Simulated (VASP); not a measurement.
Input of a VASP 6.6.1 run:

Contents of INCAR:

```
  PREC = Accurate
  ENCUT = 520
  EDIFF = 1E-7
  ISMEAR = -1
  SIGMA = 0.1
  LREAL = False
  LASPH = True
  NELM = 100
  ALGO = Normal
  ISIF = 2
  LWAVE = False
  LCHARG = False
  GGA = PE
  NBANDS = 21
```

The input KPOINTS:

```
regular mesh
0
Gamma
  7 7 5
```

POSCAR

```
Sn
1.0
   -2.9773321013      2.9790067394      1.6030901642
    2.9790067394     -2.9773321013      1.6030901642
    2.9770686044      2.9770686044     -1.6000204610
Sn
2
Direct
    0.0000231878      0.9999768122      0.0000000000
    0.7499768122      0.2500231878      0.5000000000
```

Potentials or basis: VASP PAW PBE potentials, release 64 (Sn_d).

Run with:

```bash
$ cat potpaw_PBE.64/Sn_d/POTCAR > POTCAR
$ mpirun -np 1 vasp_std > vasp.out
```

What does it give for the largest force?

0.034 eV/Å.

What does it give for the band gap on the k mesh?

Zero (band 14 reaches 8.69 eV, above the bottom of band 15 at 5.71 eV).

Predict the pressure.

-0.2 GPa.

Forces on the atoms (eV/Å):
```
Sn   0.024 -0.024  0.000
Sn  -0.024  0.024  0.000
```

Caveat: spin-orbit coupling is left out, which moves the levels of the heavy elements.
